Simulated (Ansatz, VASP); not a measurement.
**Two plane-wave programs on LaZn**

Contents of INCAR:

```
ALGO = Normal ; EDIFF = 1E-8
ENCUT = 520 ; ISIF = 2
ISMEAR = -1 ; LASPH = True
LCHARG = False ; LEFG = True
LREAL = False ; LWAVE = False
NBANDS = 18 ; NELM = 60
PREC = Accurate ; SIGMA = 0.05
```

KPOINTS

```
k-points
0
Gamma
  9 9 9
```

The input POSCAR:

```
LaZn
1.0
    3.7500000000     -0.0375000000     -0.0375000000
   -0.0375000000      3.7500000000     -0.0375000000
   -0.0375000000     -0.0375000000      3.7500000000
La Zn
1 1
Direct
    0.5000000000      0.5000000000      0.5000000000
    0.0000000000      0.0000000000      0.0000000000
```

Input for Ansatz:

```yaml
crystal:
  lattice:
    - [3.75, -0.0375, -0.0375]
    - [-0.0375, 3.75, -0.0375]
    - [-0.0375, -0.0375, 3.75]
  atoms:
    - { symbol: La, position: [0.5, 0.5, 0.5] }
    - { symbol: Zn, position: [0.0, 0.0, 0.0] }
kpoints:
  mp_grid: { grid: [9, 9, 9] }
scf:
  occupations: { method: fermi_dirac, width: 0.05 }
hamiltonian:
  xc: lda
  pseudopotentials: { kind: paw }
output:
  forces: true
  stress: true
  eigenvalues: true
  efg: { contact_densities: true }
```

Change from the starting cell: equal xy, yz and zx shear strains of -2 %, PAW files.

Alike in both runs: task electric field gradients; functional LDA; k mesh 9 × 9 × 9; occupations fermi-dirac, width 0.05 eV; no spin polarisation.

|  | VASP | Ansatz |
| --- | --- | --- |
| version | VASP 6.6.1 | Ansatz 0.2.0 |
| potentials or method | VASP PAW LDA potentials, release 64 (La, Zn) | PAW with Ansatz's default frozen-core files, scalar-relativistic |
| plane-wave cutoff (eV) | 520 | 420 |
| valence electrons in the cell | 23 | 23 |

|  | VASP | Ansatz | Ansatz less VASP |
| --- | --- | --- | --- |
| pressure (GPa) | -3.9 | -4.0 | -0.04 |
| traceless stress, the component that is largest in VASP (GPa) | 0.63 | 0.62 | -0.006 |
| size of Vzz on the site where it differs most (V/Å²) | 5.8 | 7.3 | +1.49 |

LDA's correlation is that of Perdew and Zunger in VASP and of Perdew and Wang (1992) in Ansatz.

Spin-orbit coupling is off throughout.
